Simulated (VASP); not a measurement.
Write the native input for VASP 6.6.1 that does the following.

```
Task                   : single point
Functional             : PBE
Potentials or basis    : VASP PAW PBE potentials, release 64 (Ga_d, As)
Cutoff                 : 500 eV
k mesh                 : 2 × 2 × 2
Occupations            : gaussian, width 0.01 eV
Spin                   : no spin polarisation
Dipole correction      : no
Further INCAR settings : ALGO = Normal; EDIFF = 1e-06; NBANDS = 16
```

The structure of GaAs lies in POSCAR:

```
GaAs
1.0
    0.0000000000      2.8270000000      2.8270000000
    2.8270000000      0.0000000000      2.8270000000
    2.8270000000      2.8270000000      0.0000000000
Ga As
1 1
Direct
    0.0000000000      0.0000000000      0.0000000000
    0.2500000000      0.2500000000      0.2500000000
```

These files were run (other wordings do the same):

INCAR

```
SYSTEM = GaAs
PREC     = Accurate       ! precision mode
ENCUT    = 500            ! plane-wave cutoff, eV
EDIFF    = 1E-6           ! SCF threshold, eV
ISMEAR   = 0              ! smearing method
SIGMA    = 0.01           ! smearing width, eV
LREAL    = .FALSE.        ! projectors in reciprocal space
LASPH    = .TRUE.         ! aspherical terms in the spheres
NELM     = 120            ! most SCF steps
ALGO     = Normal         ! electronic algorithm
ISIF     = 2              ! what is computed and relaxed
LWAVE    = .FALSE.        ! write WAVECAR
LCHARG   = .TRUE.         ! write CHGCAR
GGA      = PE             ! functional
LELF     = .TRUE.         ! ELF
LVHAR    = .TRUE.       
NBANDS   = 16             ! bands
GGA_COMPAT= .FALSE.
```

KPOINTS

```
regular mesh
0
G
  2 2 2
  0 0 0
```

Potentials or basis: VASP PAW PBE potentials, release 64 (Ga_d, As).

The run is started by

```sh
$ cat potpaw_PBE.64/Ga_d/POTCAR potpaw_PBE.64/As/POTCAR > POTCAR
$ mpirun -np 1 vasp_std > vasp.out
```

It gave:

```
Pressure               : 9.4 GPa
Band gap on the k mesh : 0.45 eV, direct
```

Caveat: the k points lie up to 0.96 Å⁻¹ apart.

Run time: 4.3 s on 1 thread of Intel(R) Xeon(R) Platinum 8559C (Emerald Rapids) (shared host), peak memory 0.16 GiB.
